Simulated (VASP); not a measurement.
Au, 1 atom in the cell. Symmetry: Im-3m, No. 229, cubic system. Conventional cell: a = 3.315 Å, b = 3.315 Å, c = 3.315 Å, α = 90.00°, β = 90.00°, γ = 90.00°. Au (site symmetry m-3m) has 14 Au at 2.87 to 3.31 Å within 3.8 Å. 

| Item | Value |
| --- | --- |
| Program | VASP 6.6.1 |
| Task | relaxation of cell and atoms |
| Functional | PBEsol |
| Potentials or basis | VASP PAW PBE potentials, release 64 (Au) |
| Cutoff | 600 eV |
| k mesh | 11 × 11 × 11 |
| Occupations | fermi-dirac, width 0.05 eV |
| Spin | no spin polarisation |
| Target pressure | 5 GPa |
| Dipole correction | no |
| Further INCAR settings | ALGO = Normal; EDIFF = 1e-06; IBRION = 2; EDIFFG = -0.02; NSW = 80; ISIF = 3 |

Potentials or basis: VASP PAW PBE potentials, release 64 (Au).

The run is started by

```bash
$ cat potpaw_PBE.64/Au/POTCAR > POTCAR
$ mpirun -np 1 vasp_std > vasp.out
```

Hardware: 1 thread of Intel Xeon 6975P-C, with other jobs on the host.

Q: Estimate the wall time of this run.

A: Run time: 20 s on 1 thread of Intel Xeon 6975P-C (shared host), peak memory 0.16 GiB. Counts: scf iterations 37, k points 56, ion steps 5.
